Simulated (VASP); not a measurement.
# AlN (F-43m) in VASP: notebook

AlN is run at these levels: PBE; tasks: single point.

Everything below comes from runs of VASP 6.6.1. Logs are shortened: lines on timing, memory, paths and dates and some standing lists are left out, and cuts for length are marked.

## 1. The cell of the first run

The structure is cubic, space group F-43m (No. 216). Conventional cell: a = 4.370 Å, b = 4.370 Å, c = 4.370 Å, α = 90.00°, β = 90.00°, γ = 90.00°. Al (site symmetry -43m) has 4 N at 1.89 Å within 2.5 Å. Within 2.5 Å of N (site symmetry -43m) lie 4 Al at 1.89 Å.

## 2. Single point, PBE

Contents of INCAR:

```
SYSTEM = AlN
  ALGO = Normal
  EDIFF = 1E-6
  ENCUT = 520
  GGA = PE
  ISIF = 2
  ISMEAR = 0
  LASPH = .TRUE.
  LCHARG = .FALSE.
  LREAL = .FALSE.
  LWAVE = .FALSE.
  NBANDS = 11
  NELM = 60
  PREC = Accurate
  SIGMA = 0.01
```

Contents of KPOINTS:

```
k-points
0
G
  8 8 8
  0 0 0
```

Contents of POSCAR:

```
AlN
1.0
    0.0000000000      2.1848764834      2.1848764834
    2.1848764834      0.0000000000      2.1848764834
    2.1848764834      2.1848764834      0.0000000000
Al N
1 1
Direct
    0.0000000000      0.0000000000      0.0000000000
    0.7500000000      0.7500000000      0.7500000000
```

Potentials or basis: VASP PAW PBE potentials, release 64 (Al, N).

Launch:

```console
cat potpaw_PBE.64/Al/POTCAR potpaw_PBE.64/N/POTCAR > POTCAR
mpirun -np 1 vasp_std > vasp.out
```

OUTCAR:

```text
SYSTEM = AlN
   EDIFF = 1E-6
   ENCUT = 520
   GGA = PE
   ISIF = 2
   ISMEAR = 0
   LASPH = .TRUE.
   LREAL = .FALSE.
   NELM = 60
   PREC = Accurate

 ion  position               nearest neighbor table
   1  0.000  0.000  0.000-   2 1.89   2 1.89   2 1.89   2 1.89
   2  0.750  0.750  0.750-   1 1.89   1 1.89   1 1.89   1 1.89

  LATTYP: Found a face centered cubic cell.
 ALAT       =     4.3697529668

  Lattice vectors:

 A1 = (   0.0000000000,   2.1848764834,   2.1848764834)
 A2 = (   2.1848764834,   0.0000000000,   2.1848764834)
 A3 = (   2.1848764834,   2.1848764834,   0.0000000000)

Analysis of symmetry for initial positions (statically):
=====================================================================
 Subroutine PRICEL returns:
 Original cell was already a primitive cell.

 Routine SETGRP: Setting up the symmetry group for a
 face centered cubic supercell.

 Subroutine GETGRP returns: Found 24 space group operations
 (whereof 24 operations were pure point group operations)
 out of a pool of 48 trial point group operations.

The static configuration has the point symmetry T_d .

Analysis of symmetry for dynamics (positions and initial velocities):
=====================================================================
 Subroutine PRICEL returns:
 Original cell was already a primitive cell.

 Routine SETGRP: Setting up the symmetry group for a
 face centered cubic supercell.

 Subroutine GETGRP returns: Found 24 space group operations
 (whereof 24 operations were pure point group operations)
 out of a pool of 48 trial point group operations.

The dynamic configuration has the point symmetry T_d .

 Subroutine INISYM returns: Found 24 space group operations
 (whereof 24 operations are pure point group operations),
 and found     1 'primitive' translations

----------------------------------------------------------------------------------------

                                     Primitive cell

  volume of cell :      20.8598

  direct lattice vectors                    reciprocal lattice vectors
     0.000000000  2.184876483  2.184876483    -0.228845888  0.228845888  0.228845888
     2.184876483  0.000000000  2.184876483     0.228845888 -0.228845888  0.228845888
     2.184876483  2.184876483  0.000000000     0.228845888  0.228845888 -0.228845888

  length of vectors
     3.089881955  3.089881955  3.089881955     0.396372706  0.396372706  0.396372706

  position of ions in fractional coordinates (direct lattice)
     0.000000000  0.000000000  0.000000000
     0.750000000  0.750000000  0.750000000

  ion indices of the primitive-cell ions
   primitive index   ion index
                 1           1
                 2           2

----------------------------------------------------------------------------------------

 KPOINTS: k-points

Automatic generation of k-mesh.
 Grid dimensions read from file:
 generate k-points for:    8    8    8

 Generating k-lattice:

  Cartesian coordinates                     Fractional coordinates (reciprocal lattice)
    -0.028605736  0.028605736  0.028605736     0.125000000  0.000000000  0.000000000
     0.028605736 -0.028605736  0.028605736     0.000000000  0.125000000  0.000000000
     0.028605736  0.028605736 -0.028605736     0.000000000  0.000000000  0.125000000

  Length of vectors
     0.049546588  0.049546588  0.049546588

  Shift w.r.t. Gamma in fractional coordinates (k-lattice)
     0.000000000  0.000000000  0.000000000

 Subroutine IBZKPT returns following result:
 ===========================================

 Found     29 irreducible k-points:

 Following reciprocal coordinates:
            Coordinates               Weight
  0.000000  0.000000  0.000000      1.000000
  0.125000  0.000000  0.000000      8.000000
  0.250000  0.000000  0.000000      8.000000
  0.375000  0.000000  0.000000      8.000000
  0.500000  0.000000  0.000000      4.000000
  0.125000  0.125000  0.000000      6.000000
[... 16 lines left out ...]
  0.500000  0.250000  0.125000     48.000000
 -0.375000  0.250000  0.125000     24.000000
 [... further k-points ...]
   k-points           NKPTS =     29   k-points in BZ     NKDIM =     29   number of bands    NBANDS=     11
   number of dos      NEDOS =    301   number of ions     NIONS =      2
   total plane-waves  NPLWV =  13824
   dimension x,y,z NGX =    24 NGY =   24 NGZ =   24
   dimension x,y,z NGXF=    48 NGYF=   48 NGZF=   48
   ions per type =               1   1
   NGX,Y,Z   is equivalent  to a cutoff of  12.91, 12.91, 12.91 a.u.
   NGXF,Y,Z  is equivalent  to a cutoff of  25.83, 25.83, 25.83 a.u.
 SYSTEM =  AlN
   PREC   = accura    normal or accurate (medium, high low for compatibility)
   ISTART =      0    job   : 0-new  1-cont  2-samecut
   ICHARG =      2    charge: 1-file 2-atom 10-const
   ISPIN  =      1    spin polarized calculation?
   LNONCOLLINEAR =      F non collinear calculations
   LSORBIT =      F    spin-orbit coupling
   LASPH  =      T    aspherical Exc in radial PAW
   ENCUT  =  520.0 eV  38.22 Ry    6.18 a.u.   5.75  5.75  5.75*2*pi/ulx,y,z
   NELM   =     60;   NELMIN=  2; NELMDL= -5     # of ELM steps
   EDIFF  = 0.1E-05   stopping-criterion for ELM
   LREAL  =      F    real-space projection
   EDIFFG = 0.1E-04   stopping-criterion for IOM
   NSW    =      0    number of steps for IOM
   IBRION =     -1    ionic relax: 0-MD 1-quasi-New 2-CG
   NFREE  =      0    steps in history (QN), initial steepest desc. (CG)
   ISIF   =      2    stress and relaxation
   ISYM   =      2    0-nonsym 1-usesym 2-fastsym
   POTIM  = 0.5000    time-step for ionic-motion
   TEBEG  =    0.0;   TEEND  =   0.0 temperature during run
   PSTRESS=    0.0 pullay stress
   NELECT =       8.0000    total number of electrons
   NUPDOWN=      -1.0000    fix difference up-down
   EMIN   =  10.00;   EMAX   =-10.00  energy-range for DOS
   EFERMI =   0.00;   METHOD = LEGACY
   ISMEAR =     0;   SIGMA  =   0.01  broadening in eV -4-tet -1-fermi 0-gaus
   EFERMI_NEDOS =   21; number of points for ismear=-14 and -15
   IALGO  =     38    algorithm
   IMIX   =      4    mixing-type and parameters
     AMIX     =   0.40;   BMIX     =  1.00
     AMIX_MAG =   1.60;   BMIX_MAG =  1.00
  volume/ion in A,a.u.               =      10.43        70.38
  Fermi-wavevector in a.u.,A,eV,Ry     =   1.189418  2.247675 19.248377  1.414716
  Thomas-Fermi vector in A             =   2.325526
   LORBIT       =      0    0 simple, 1 ext, 2 COOP (PROOUT), +10 PAW based schemes
   GGA     = PE    functional components
   LHFCALC =     F    Hartree Fock is set to
   AEXX    =    0.0000 exact exchange contribution
   IVDW    =     0    specifies the selected vdW correction
   LEPSILON=     F    determine dielectric tensor
   LRPA    =     F    only Hartree local field effects (RPA)
 non-spin polarized calculation
 Gauss-broadening in eV      SIGMA  =   0.01
  energy-cutoff  :      520.00
  volume of cell :       20.86
 maximum number of plane-waves:       588
   NGX = 11   NGY = 11   NGZ = 11

 number of electron       8.0000000 magnetization

 Free energy of the ion-electron system (eV)
  ---------------------------------------------------
  ext. energy  EPLUGINS =         0.00000000
  ---------------------------------------------------
  free energy    TOTEN  =       -14.84104573 eV

  energy without entropy =      -14.84104573  energy(sigma->0) =      -14.84104573

 E-fermi :   6.0258     XC(G=0): -10.9283

 val. band max:        5.9587566005   @ k =   0.0000   0.0000   0.0000
 cond. band min:       9.2757212417   @ k =   0.5000   0.5000   0.0000
 fundamental gap:      3.3169646412
 Fermi energy:         6.0257570117

 k-point     1 :       0.0000    0.0000    0.0000
  band No.  band energies     occupation
      1      -9.0149      2.00000
      2       5.9588      2.00000
      3       5.9588      2.00000
      4       5.9588      2.00000
      5      10.1439      0.00000
      6      18.5070      0.00000
      7      18.5070      0.00000
      8      18.5070      0.00000
      9      23.6376      0.00000
     10      23.6376      0.00000
     11      25.0371      0.00000

 k-point     2 :       0.1250    0.0000    0.0000
  band No.  band energies     occupation
      1      -8.7882      2.00000
      2       4.7794      2.00000
      3       5.8802      2.00000
      4       5.8802      2.00000
      5      11.0859      0.00000
      6      17.9339      0.00000
      7      18.6794      0.00000
      8      18.6794      0.00000
      9      22.1000      0.00000
     10      22.1000      0.00000
     11      23.9888      0.00000

 k-point     3 :       0.2500    0.0000    0.0000
  band No.  band energies     occupation
      1      -8.1659      2.00000
      2       2.7011      2.00000
      3       5.7033      2.00000
      4       5.7033      2.00000
      5      12.4045      0.00000
      6      16.9182      0.00000
      7      18.2757      0.00000
      8      18.2757      0.00000
      9      22.2245      0.00000
     10      22.2245      0.00000
     11      23.1866      0.00000

 k-point     4 :       0.3750    0.0000    0.0000
  band No.  band energies     occupation
      1      -7.3795      2.00000
      2       0.8832      2.00000
      3       5.5421      2.00000
      4       5.5421      2.00000
      5      13.1281      0.00000
      6      16.1278      0.00000
      7      17.4354      0.00000
      8      17.4354      0.00000
      9      23.4771      0.00000
     10      24.2535      0.00000
     11      24.2535      0.00000
[... 239 lines left out ...]
 k-point    22 :       0.3750    0.2500    0.1250
  band No.  band energies     occupation
      1      -7.6656      2.00000
      2       2.3977      2.00000
      3       4.4836      2.00000
      4       5.3571      2.00000
      5      12.7613      0.00000
      6      16.4733      0.00000
      7      16.8050      0.00000
      8      19.2311      0.00000
      9      20.5981      0.00000
     10      25.0701      0.00000
     11      27.5840      0.00000

 k-point    23 :       0.5000    0.2500    0.1250
  band No.  band energies     occupation
      1      -6.9877      2.00000
      2       1.3412      2.00000
      3       3.8919      2.00000
      4       5.0295      2.00000
      5      12.9994      0.00000
      6      15.5884      0.00000
      7      17.4818      0.00000
      8      18.8344      0.00000
      9      21.9878      0.00000
     10      25.5981      0.00000
     11      27.7147      0.00000

 k-point    24 :      -0.3750    0.2500    0.1250
  band No.  band energies     occupation
      1      -6.6512      2.00000
      2       0.8234      2.00000
      3       3.7376      2.00000
      4       4.8432      2.00000
      5      13.0566      0.00000
      6      15.2026      0.00000
      7      18.1183      0.00000
      8      18.6339      0.00000
      9      23.1221      0.00000
     10      24.7185      0.00000
     11      27.9836      0.00000

 [... further k-points ...]
[... 5 lines left out ...]
  --------------------------------------------------------------------------------------
  -------------------------------------------------------------------------------------
  Total        0.5634682      0.5634682      0.5634682      0.0000000      0.0000000      0.0000000
  in kB       43.2782126     43.2782126     43.2782126      0.0000000      0.0000000      0.0000000
  external PRESSURE =      43.2782126 kB  Pullay stress =       0.0000000 kB

 VOLUME and BASIS-vectors are now :
 -----------------------------------------------------------------------------
  energy-cutoff  :      520.00
  volume of cell :       20.86
      direct lattice vectors                 reciprocal lattice vectors
     0.000000000  2.184876483  2.184876483    -0.228845888  0.228845888  0.228845888
     2.184876483  0.000000000  2.184876483     0.228845888 -0.228845888  0.228845888
     2.184876483  2.184876483  0.000000000     0.228845888  0.228845888 -0.228845888

 POSITION                                       TOTAL-FORCE (eV/Angst)
 -----------------------------------------------------------------------------------
      0.00000      0.00000      0.00000        -0.000000     -0.000000     -0.000000
      3.27731      3.27731      3.27731         0.000000      0.000000      0.000000
 -----------------------------------------------------------------------------------
    total drift:                               -0.000000     -0.000000     -0.000000

  FREE ENERGIE OF THE ION-ELECTRON SYSTEM (eV)
  ---------------------------------------------------
  free  energy   TOTEN  =       -14.8410457280 eV

  energy  without entropy=      -14.8410457280  energy(sigma->0) =      -14.84104573
```

Run time: 13 s. Hardware: 1 thread of AMD EPYC 7R13, shared host; peak memory 0.1 GiB.

Results:

```
Free energy            : -14.8410 eV
Pressure               : 4.3 GPa
Band gap on the k mesh : 3.32 eV, indirect (least direct gap 4.19 eV)
```

A k mesh can miss the band edges.

## 3. Single point, PBE

Contents of INCAR:

```
PREC     = Accurate       # precision mode
ENCUT    = 520            # plane-wave cutoff, eV
EDIFF    = 1E-6           # SCF threshold, eV
ISMEAR   = 0              # smearing method
SIGMA    = 0.01           # smearing width, eV
LREAL    = F              # projectors in reciprocal space
LASPH    = T              # aspherical terms in the spheres
NELM     = 80             # most SCF steps
ALGO     = Normal         # electronic algorithm
ISIF     = 2              # what is computed and relaxed
LWAVE    = F              # write WAVECAR
LCHARG   = T              # write CHGCAR
GGA      = PE             # functional
LELF     = T              # ELF
LVHAR    = T            
NBANDS   = 11             # bands
```

Contents of KPOINTS:

```
Automatic mesh
0
Gamma
  8 8 8
```

POSCAR is that of step 2.

Potentials or basis: VASP PAW PBE potentials, release 64 (Al, N).

Launch:

```console
cat potpaw_PBE.64/Al/POTCAR potpaw_PBE.64/N/POTCAR > POTCAR
mpirun -np 1 vasp_std > vasp.out
```

Run time: 14 s. Hardware: 1 thread of AMD EPYC 7R13, shared host; peak memory 0.1 GiB.

The run converged. Its results:

```
Free energy            : -14.8410 eV
Pressure               : 4.3 GPa
Band gap on the k mesh : 3.32 eV, indirect (least direct gap 4.19 eV)
```

Levels at points of the mesh, in eV from the valence-band top:
| k point | band 1 | band 2 | band 3 | band 4 | band 5 | band 6 | band 7 | band 8 |
| --- | --- | --- | --- | --- | --- | --- | --- | --- |
| (0.00, 0.00, 0.00) | -14.97 | 0.00 | 0.00 | 0.00 | 4.19 | 12.55 | 12.55 | 12.55 |
| (0.50, 0.00, 0.00) | -12.93 | -5.85 | -0.48 | -0.48 | 7.37 | 9.86 | 11.14 | 11.14 |
| (0.50, 0.50, 0.00) | -12.30 | -4.90 | -1.77 | -1.77 | 3.32 | 8.61 | 13.94 | 15.72 |
